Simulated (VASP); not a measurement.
# Ru (P6_3/mmc) in VASP: single point with BLYP

Aim: the single point of Ru with BLYP.

Everything below comes from runs of VASP 6.6.1. Logs are shortened: lines on timing, memory, paths and dates and some standing lists are left out, and cuts for length are marked.

## Step 1: The cell of the first run

It takes space group P6_3/mmc (No. 194, hexagonal). Conventional cell: a = 2.769 Å, b = 2.769 Å, c = 4.344 Å, α = 90.00°, β = 90.00°, γ = 120.00°. Within 3.6 Å of Ru (site symmetry -6m2) lie 12 Ru at 2.70 to 2.77 Å.

## Step 2: Single point, BLYP, collinear spin, ferromagnetic start

Contents of INCAR:

```
SYSTEM = Ru
PREC     = Accurate       ! precision mode
ENCUT    = 520            ! plane-wave cutoff, eV
EDIFF    = 1E-6           ! SCF threshold, eV
ISMEAR   = -1             ! smearing method
SIGMA    = 0.05           ! smearing width, eV
LREAL    = .False.        ! projectors in reciprocal space
LASPH    = .True.         ! aspherical terms in the spheres
NELM     = 150            ! most SCF steps
ALGO     = Normal         ! electronic algorithm
ISIF     = 2              ! what is computed and relaxed
LWAVE    = .False.        ! write WAVECAR
LCHARG   = .False.        ! write CHGCAR
ISPIN    = 2              ! spin polarisation
MAGMOM   = 1 1            ! initial moments
LORBIT   = 11             ! projections on sites
LMAXMIX  = 4              ! l up to which the mixer works
GGA      = B5             ! functional
ALDAX    = 1.0          
AGGAX    = 1.0          
AGGAC    = 1.0          
ALDAC    = 0.0          
NBANDS   = 25             ! bands
```

Contents of KPOINTS:

```
Automatic mesh
0
Gamma
  21 21 12
  0 0 0
```

Contents of POSCAR:

```
Ru
1.0
    2.7685637282      0.0000000000      0.0000000000
   -1.3842818641      2.3976465207      0.0000000000
    0.0000000000      0.0000000000      4.3443274367
Ru
2
Direct
    0.3333333333      0.6666666667      0.2500000000
    0.6666666667      0.3333333333      0.7500000000
```

Potentials or basis: VASP PAW PBE potentials, release 64 (Ru_pv).

On the command line:

```sh
cat potpaw_PBE.64/Ru_pv/POTCAR > POTCAR
mpirun -np 1 vasp_std > vasp.out
```

OUTCAR:

```text
SYSTEM = Ru
   PREC = Accurate
   ENCUT = 520
   EDIFF = 1E-6
   ISMEAR = -1
   LREAL = .False.
   LASPH = .True.
   NELM = 150
   ISIF = 2
   ISPIN = 2
   LORBIT = 11
   GGA = B5

 ion  position               nearest neighbor table
   1  0.333  0.667  0.250-   2 2.70   2 2.70   2 2.70   2 2.70   2 2.70   2 2.70
   2  0.667  0.333  0.750-   1 2.70   1 2.70   1 2.70   1 2.70   1 2.70   1 2.70

  LATTYP: Found a hexagonal cell.
 ALAT       =     2.7685637282
 C/A-ratio  =     1.5691628813

  Lattice vectors:

 A1 = (   2.7685637282,   0.0000000000,   0.0000000000)
 A2 = (  -1.3842818641,   2.3976465207,   0.0000000000)
 A3 = (   0.0000000000,   0.0000000000,   4.3443274367)

Analysis of symmetry for initial positions (statically):
=====================================================================
 Subroutine PRICEL returns:
 Original cell was already a primitive cell.

 Routine SETGRP: Setting up the symmetry group for a
 hexagonal supercell.

 Subroutine GETGRP returns: Found 24 space group operations
 (whereof 12 operations were pure point group operations)
 out of a pool of 24 trial point group operations.

The static configuration has the point symmetry D_3d.
 The point group associated with its full space group is D_6h.

Analysis of symmetry for dynamics (positions and initial velocities):
=====================================================================
 Subroutine PRICEL returns:
 Original cell was already a primitive cell.

 Routine SETGRP: Setting up the symmetry group for a
 hexagonal supercell.

 Subroutine GETGRP returns: Found 24 space group operations
 (whereof 12 operations were pure point group operations)
 out of a pool of 24 trial point group operations.

The dynamic configuration has the point symmetry D_3d.
 The point group associated with its full space group is D_6h.

Analysis of structural, dynamic, and magnetic symmetry:
=====================================================================
 Subroutine PRICEL returns:
 Original cell was already a primitive cell.

 Routine SETGRP: Setting up the symmetry group for a
 hexagonal supercell.

 Subroutine GETGRP returns: Found 24 space group operations
 (whereof 12 operations were pure point group operations)
 out of a pool of 24 trial point group operations.

The overall configuration has the point symmetry D_3d.
 The point group associated with its full space group is D_6h.

 Subroutine INISYM returns: Found 24 space group operations
 (whereof 12 operations are pure point group operations),
 and found     1 'primitive' translations

----------------------------------------------------------------------------------------

                                     Primitive cell

  volume of cell :      28.8378

  direct lattice vectors                    reciprocal lattice vectors
     2.768563728  0.000000000  0.000000000     0.361198115  0.208537829  0.000000000
    -1.384281864  2.397646521  0.000000000     0.000000000  0.417075658  0.000000000
     0.000000000  0.000000000  4.344327437     0.000000000  0.000000000  0.230185228

  length of vectors
     2.768563728  2.768563728  4.344327437     0.417075658  0.417075658  0.230185228

  position of ions in fractional coordinates (direct lattice)
     0.333333333  0.666666667  0.250000000
     0.666666667  0.333333333  0.750000000

  ion indices of the primitive-cell ions
   primitive index   ion index
                 1           1
                 2           2

----------------------------------------------------------------------------------------

 KPOINTS: Automatic mesh

Automatic generation of k-mesh.
 Grid dimensions read from file:
 generate k-points for:   21   21   12

 Generating k-lattice:

  Cartesian coordinates                     Fractional coordinates (reciprocal lattice)
     0.017199910  0.009930373  0.000000000     0.047619048  0.000000000  0.000000000
     0.000000000  0.019860746  0.000000000     0.000000000  0.047619048  0.000000000
     0.000000000  0.000000000  0.019182102     0.000000000  0.000000000  0.083333333

  Length of vectors
     0.019860746  0.019860746  0.019182102

  Shift w.r.t. Gamma in fractional coordinates (k-lattice)
     0.000000000  0.000000000  0.000000000

 Subroutine IBZKPT returns following result:
 ===========================================

 Found    336 irreducible k-points:

 Following reciprocal coordinates:
            Coordinates               Weight
  0.000000  0.000000  0.000000      1.000000
  0.047619  0.000000  0.000000      6.000000
  0.095238 -0.000000  0.000000      6.000000
  0.142857 -0.000000  0.000000      6.000000
  0.190476 -0.000000  0.000000      6.000000
  0.238095  0.000000  0.000000      6.000000
[... 16 lines left out ...]
  0.142857  0.095238  0.000000     12.000000
  0.190476  0.095238  0.000000     12.000000
 [... further k-points ...]
   k-points           NKPTS =    336   k-points in BZ     NKDIM =    336   number of bands    NBANDS=     25
   number of dos      NEDOS =    301   number of ions     NIONS =      2
   total plane-waves  NPLWV =  18432
   dimension x,y,z NGX =    24 NGY =   24 NGZ =   32
   dimension x,y,z NGXF=    48 NGYF=   48 NGZF=   64
   ions per type =               2
   NGX,Y,Z   is equivalent  to a cutoff of  14.41, 14.41, 12.25 a.u.
   NGXF,Y,Z  is equivalent  to a cutoff of  28.82, 28.82, 24.49 a.u.
 SYSTEM =  Ru
   PREC   = accura    normal or accurate (medium, high low for compatibility)
   ISTART =      0    job   : 0-new  1-cont  2-samecut
   ICHARG =      2    charge: 1-file 2-atom 10-const
   ISPIN  =      2    spin polarized calculation?
   LNONCOLLINEAR =      F non collinear calculations
   LSORBIT =      F    spin-orbit coupling
   LASPH  =      T    aspherical Exc in radial PAW
   ENCUT  =  520.0 eV  38.22 Ry    6.18 a.u.   5.15  5.15  8.08*2*pi/ulx,y,z
   NELM   =    150;   NELMIN=  2; NELMDL= -5     # of ELM steps
   EDIFF  = 0.1E-05   stopping-criterion for ELM
   LREAL  =      F    real-space projection
   EDIFFG = 0.1E-04   stopping-criterion for IOM
   NSW    =      0    number of steps for IOM
   IBRION =     -1    ionic relax: 0-MD 1-quasi-New 2-CG
   NFREE  =      0    steps in history (QN), initial steepest desc. (CG)
   ISIF   =      2    stress and relaxation
   ISYM   =      2    0-nonsym 1-usesym 2-fastsym
   POTIM  = 0.5000    time-step for ionic-motion
   TEBEG  =    0.0;   TEEND  =   0.0 temperature during run
   PSTRESS=    0.0 pullay stress
   NELECT =      28.0000    total number of electrons
   NUPDOWN=      -1.0000    fix difference up-down
   EMIN   =  10.00;   EMAX   =-10.00  energy-range for DOS
   EFERMI =   0.00;   METHOD = LEGACY
   ISMEAR =    -1;   SIGMA  =   0.05  broadening in eV -4-tet -1-fermi 0-gaus
   EFERMI_NEDOS =   21; number of points for ismear=-14 and -15
   IALGO  =     38    algorithm
   IMIX   =      4    mixing-type and parameters
     AMIX     =   0.40;   BMIX     =  1.00
     AMIX_MAG =   1.60;   BMIX_MAG =  1.00
  volume/ion in A,a.u.               =      14.42        97.30
  Fermi-wavevector in a.u.,A,eV,Ry     =   1.621089  3.063413 35.755137  2.627928
  Thomas-Fermi vector in A             =   2.714922
   LORBIT       =     11    0 simple, 1 ext, 2 COOP (PROOUT), +10 PAW based schemes
   GGA     = B5    functional components
   LHFCALC =     F    Hartree Fock is set to
   AEXX    =    0.0000 exact exchange contribution
   IVDW    =     0    specifies the selected vdW correction
   LEPSILON=     F    determine dielectric tensor
   LRPA    =     F    only Hartree local field effects (RPA)
 spin polarized calculation
  energy-cutoff  :      520.00
  volume of cell :       28.84
 maximum number of plane-waves:       796
 NGX is ok and might be reduce to    24
   NGX = 11   NGY = 11   NGZ = 17

 number of electron      28.0000012 magnetization      -0.0054408

 number of electron      28.0000012 magnetization       0.0002007

 Free energy of the ion-electron system (eV)
  ---------------------------------------------------
  ext. energy  EPLUGINS =         0.00000000
  ---------------------------------------------------
  free energy    TOTEN  =       -15.85659693 eV

  energy without entropy =      -15.84062779  energy(sigma->0) =      -15.84861236

 E-fermi :  12.3124     XC(G=0): -13.0867

 val. band max:       12.3078999439   @ k =   0.4286   0.1429   0.3333
 cond. band min:      12.3132423789   @ k =   0.3810   0.0476   0.2500
 fundamental gap:      0.0053424350
 Fermi energy:        12.3124038900

 spin component 1

 k-point     1 :       0.0000    0.0000    0.0000
  band No.  band energies     occupation
      1     -31.0018      1.00000
      2     -30.2267      1.00000
      3     -30.2267      1.00000
      4     -30.0773      1.00000
      5     -30.0773      1.00000
      6     -30.0380      1.00000
[... 17 lines left out ...]
     24      30.5685      0.00000
     25      34.3373      0.00000
[... 621 lines left out ...]
      3     -30.4220      1.00000
      4     -30.2938      1.00000
      5     -30.1425      1.00000
      6     -30.1257      1.00000
[... 17 lines left out ...]
     24      29.5879      0.00000
     25      31.5724      0.00000

 [... further k-points ...]

 spin component 2

 k-point     1 :       0.0000    0.0000    0.0000
  band No.  band energies     occupation
      1     -31.0017      1.00000
      2     -30.2266      1.00000
      3     -30.2266      1.00000
      4     -30.0772      1.00000
      5     -30.0772      1.00000
      6     -30.0379      1.00000
[... 17 lines left out ...]
     24      30.5685      0.00000
     25      34.3374      0.00000
[... 621 lines left out ...]
      3     -30.4219      1.00000
      4     -30.2937      1.00000
      5     -30.1424      1.00000
      6     -30.1256      1.00000
[... 17 lines left out ...]
     24      29.5879      0.00000
     25      31.5724      0.00000

 [... further k-points ...]

------------------------ aborting loop because EDIFF is reached ----------------------------------------

  FORCE on cell =-STRESS in cart. coord.  units (eV):
  Direction    XX          YY          ZZ          XY          YZ          ZX
  --------------------------------------------------------------------------------------
  -------------------------------------------------------------------------------------
  Total        0.0722134      0.0722134      0.2398947     -0.0000000      0.0000000     -0.0000000
  in kB        4.0120462      4.0120462     13.3281208     -0.0000000      0.0000000     -0.0000000
  external PRESSURE =       7.1174044 kB  Pullay stress =       0.0000000 kB

 VOLUME and BASIS-vectors are now :
 -----------------------------------------------------------------------------
  energy-cutoff  :      520.00
  volume of cell :       28.84
      direct lattice vectors                 reciprocal lattice vectors
     2.768563728  0.000000000  0.000000000     0.361198115  0.208537829  0.000000000
    -1.384281864  2.397646521  0.000000000     0.000000000  0.417075658  0.000000000
     0.000000000  0.000000000  4.344327437     0.000000000  0.000000000  0.230185228

 POSITION                                       TOTAL-FORCE (eV/Angst)
 -----------------------------------------------------------------------------------
     -0.00000      1.59843      1.08608         0.000000      0.000000      0.000000
      1.38428      0.79922      3.25825        -0.000000     -0.000000      0.000000
 -----------------------------------------------------------------------------------
    total drift:                               -0.000000      0.000000     -0.000000

  FREE ENERGIE OF THE ION-ELECTRON SYSTEM (eV)
  ---------------------------------------------------
  free  energy   TOTEN  =       -15.8565969306 eV

  energy  without entropy=      -15.8406277917  energy(sigma->0) =      -15.84861236

 total charge

# of ion       s       p       d       tot
------------------------------------------
    1        0.376   6.268   5.957  12.601
    2        0.376   6.268   5.957  12.601
--------------------------------------------------
tot          0.752  12.537  11.914  25.202

 magnetization (x)

# of ion       s       p       d       tot
------------------------------------------
    1       -0.000  -0.000   0.000   0.000
    2       -0.000  -0.000   0.000   0.000
--------------------------------------------------
tot         -0.000  -0.000   0.000   0.000
```

It took 8 min on 1 thread of Intel Xeon 8259CL, shared host; peak memory 0.42 GiB.

Results:

```yaml
Free_energy: -15.8566 eV
Pressure: 0.7 GPa
Band_gap_on_the_k_mesh: zero (filled and empty bands overlap)
Net_moment: 0.00 μB per cell
Valence_electrons_inside_the_program's_atomic_spheres: Ru 12.60
```

Stress tensor (GPa, compression positive):
```
0.40 0.00 0.00
0.00 0.40 0.00
0.00 0.00 1.33
```

Levels at points of the mesh, in eV from the Fermi level:
Spin up:
```csv
k point,band 12,band 13,band 14,band 15,band 16,band 17
"(0.00, 0.00, 0.00)",-1.77,-1.77,-1.36,-1.36,1.05,1.05
"(0.00, 0.00, 0.50)",-2.57,-2.40,-2.40,0.46,0.46,0.46
```
Spin down:
| k point | band 12 | band 13 | band 14 | band 15 | band 16 | band 17 |
| --- | --- | --- | --- | --- | --- | --- |
| (0.00, 0.00, 0.00) | -1.77 | -1.77 | -1.36 | -1.36 | 1.05 | 1.05 |
| (0.00, 0.00, 0.50) | -2.57 | -2.40 | -2.40 | 0.46 | 0.46 | 0.46 |

Caveat: the PAW data sets were made with another functional, which shifts forces and pressure a little.
